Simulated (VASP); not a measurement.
Set up this calculation in VASP 6.6.1, as the native input.

- Task: single point
- Functional: r2SCAN
- Potentials or basis: VASP PAW PBE potentials, release 64 (Mn_pv, O)
- Cutoff: 520 eV
- k mesh: 12 × 12 × 8
- Occupations: gaussian, width 0.05 eV
- Spin: collinear spin, antiferromagnetic start
- Starting moments: [5.0, -5.0, 0.0, 0.0] μB
- Dipole correction: no
- Further INCAR settings: ALGO = Normal; EDIFF = 1e-07; NBANDS = 31

The system is MnO.

```
Mn O
1.0
     3.07796    0.00000    0.00000
    -1.53898    2.66559    0.00000
     0.00000    0.00000    5.29956
Mn O
2 2
Direct
  0.00000 0.00000 0.00000
  0.00000 0.00000 0.50000
  0.33333 0.66667 0.25000
  0.66667 0.33333 0.75000
```

These files were run (other wordings do the same):

POSCAR

```
MnO
1.0
    3.0779632574      0.0000000000      0.0000000000
   -1.5389816287      2.6655943729      0.0000000000
    0.0000000000      0.0000000000      5.2995560115
Mn O
2 2
Direct
    0.0000000000      0.0000000000      0.0000000000
    0.0000000000      0.0000000000      0.5000000000
    0.3333333333      0.6666666667      0.2499993605
    0.6666666667      0.3333333333      0.7500006395
```

INCAR.step1

```
ALGO     = Normal         # electronic algorithm
EDIFF    = 1E-4           # SCF threshold, eV
ENCUT    = 520            # plane-wave cutoff, eV
GGA      = PE             # functional
ISMEAR   = 0              # smearing method
ISPIN    = 2              # spin polarisation
LASPH    = T              # aspherical terms in the spheres
LCHARG   = F              # write CHGCAR
LMAXMIX  = 4              # l up to which the mixer works
LREAL    = F              # projectors in reciprocal space
LWAVE    = T              # write WAVECAR
MAGMOM   = 5 -5 0 0       # initial moments
NBANDS   = 31             # bands
NELM     = 150            # most SCF steps
PREC     = Accurate       # precision mode
SIGMA    = 0.05           # smearing width, eV
```

INCAR.step2

```
ALGO     = Normal         # electronic algorithm
EDIFF    = 1E-7           # SCF threshold, eV
ENCUT    = 520            # plane-wave cutoff, eV
ISIF     = 2              # what is computed and relaxed
ISMEAR   = 0              # smearing method
ISPIN    = 2              # spin polarisation
ISTART   = 1            
LASPH    = T              # aspherical terms in the spheres
LCHARG   = F              # write CHGCAR
LMAXMIX  = 4              # l up to which the mixer works
LMIXTAU  = T            
LORBIT   = 11             # projections on sites
LREAL    = F              # projectors in reciprocal space
LWAVE    = F              # write WAVECAR
MAGMOM   = 5 -5 0 0       # initial moments
METAGGA  = R2SCAN         # meta-GGA
NBANDS   = 31             # bands
NELM     = 150            # most SCF steps
PREC     = Accurate       # precision mode
SIGMA    = 0.05           # smearing width, eV
```

KPOINTS

```
k-points
0
Gamma
  12 12 8
```

Potentials or basis: VASP PAW PBE potentials, release 64 (Mn_pv, O).

Run with:

```sh
$ cat potpaw_PBE.64/Mn_pv/POTCAR potpaw_PBE.64/O/POTCAR > POTCAR
$ cp INCAR.step1 INCAR
$ mpirun -np 1 vasp_std > vasp.out
$ cp INCAR.step2 INCAR
$ mpirun -np 1 vasp_std > vasp.out
```

Results of the run:

```json
{
  "Pressure": "-1.1 GPa",
  "Band gap on the k mesh": "1.81 eV, indirect (least direct gap 2.13 eV)",
  "Net moment": "0.00 μB per cell",
  "Site moments": "Mn +4.40, -4.40; O +0.00 μB",
  "Valence electrons inside the program's atomic spheres": "Mn 11.39; O 5.02"
}
```

Caveat: the PAW data sets were made with another functional, which shifts forces and pressure a little.

Run time: 8.4 min on 1 thread of Intel(R) Xeon(R) Platinum 8488C (Sapphire Rapids) (shared host), peak memory 0.31 GiB.
